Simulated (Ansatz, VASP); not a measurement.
Two plane-wave programs on Nb2Br

Contents of INCAR:

```
PREC = Accurate ; ENCUT = 520
EDIFF = 1E-7 ; ISMEAR = 0
SIGMA = 0.1 ; LREAL = F
LASPH = T ; NELM = 80
ALGO = Normal ; ISIF = 2
LWAVE = F ; LCHARG = T
GGA = PE ; LELF = T
LVHAR = T ; NBANDS = 24
```

Contents of KPOINTS:

```
Automatic mesh
0
Gamma
  6 6 6
```

The input POSCAR:

```
Nb2Br
1.0
    1.8240391981      1.0531095220      5.5090649910
   -1.8240391981      1.0531095220      5.5090649910
    0.0000000000     -2.1062190441      5.5090649910
Nb Br
2 1
Direct
    0.7500000000      0.7500000000      0.7500000000
    0.2500000000      0.2500000000      0.2500000000
    0.0000000000      0.0000000000      0.0000000000
```

Input for Ansatz:

```yaml
crystal:
  lattice:
    - [1.8240391981, 1.053109522, 5.509064991]
    - [-1.8240391981, 1.053109522, 5.509064991]
    - [0.0, -2.1062190441, 5.509064991]
  atoms:
    - { symbol: Nb, position: [0.75, 0.75, 0.75] }
    - { symbol: Nb, position: [0.25, 0.25, 0.25] }
    - { symbol: Br, position: [0.0, 0.0, 0.0] }
basis:
  ecutwfc: 420
kpoints:
  mp_grid: { grid: [6, 6, 6] }
hamiltonian:
  xc: pbe
scf:
  occupations: { method: gaussian, width: 0.1 }
  lower_state_search: "off"
output:
  forces: true
  stress: true
  eigenvalues: true
```

Alike in both runs: task single point; functional PBE; k mesh 6 × 6 × 6; occupations gaussian, width 0.1 eV; no spin polarisation.

```csv
,VASP,Ansatz
version,VASP 6.6.1,Ansatz 0.2.0
potentials or method,"VASP PAW PBE potentials, release 64 (Nb_sv, Br), cutoff 520 eV","scalar-relativistic, plane waves, PAW"
valence electrons in the cell,33,33
```

|  | VASP | Ansatz | Ansatz less VASP |
| --- | --- | --- | --- |
| gap on the k mesh at the Fermi level (eV) | none | none | - |
| pressure (GPa) | -3.7 | -3.5 | +0.18 |
| traceless stress, the component that is largest in VASP (GPa) | -4.49 | -4.50 | -0.011 |
| rms of the force components (eV/Å) | 0.744 | 0.749 | +0.0055 |

Atom by atom the forces differ by 0.005 eV/Å (rms over components). A gap of «none» marks a metal or a gap that the smearing closes.
